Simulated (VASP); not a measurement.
A run of VASP 6.6.1 is set up as follows.

Contents of INCAR:

```
ALGO = Fast
EDIFF = 1E-6
ENCUT = 520
GGA = PS
ISIF = 2
ISMEAR = 0
LASPH = True
LCHARG = True
LELF = True
LREAL = False
LVHAR = True
LWAVE = False
NBANDS = 18
NELM = 100
PREC = Accurate
SIGMA = 0.15
```

KPOINTS

```
k-points
0
Gamma
  24 24 12
```

File POSCAR:

```
Cu
1.0
    2.4513792691      0.0000000000      0.0000000000
   -1.2256896346      2.1229567214      0.0000000000
    0.0000000000      0.0000000000      4.0033264879
Cu
2
Direct
    0.3333333333      0.6666666667      0.2500000000
    0.6666666667      0.3333333333      0.7500000000
```

Potentials or basis: VASP PAW PBE potentials, release 64 (Cu).

Launch:

```bash
$ cat potpaw_PBE.64/Cu/POTCAR > POTCAR
$ mpirun -np 1 vasp_std > vasp.out
```

(1) What does it give for the band gap on the k mesh?

(2) Estimate the pressure.

Answers

(1) zero (bands 11 and 12 overlap by 6.48 eV).

(2) 19.4 GPa.

Caveat: the cell stands under pressure; the PAW data sets were made with another functional, which shifts forces and pressure a little.
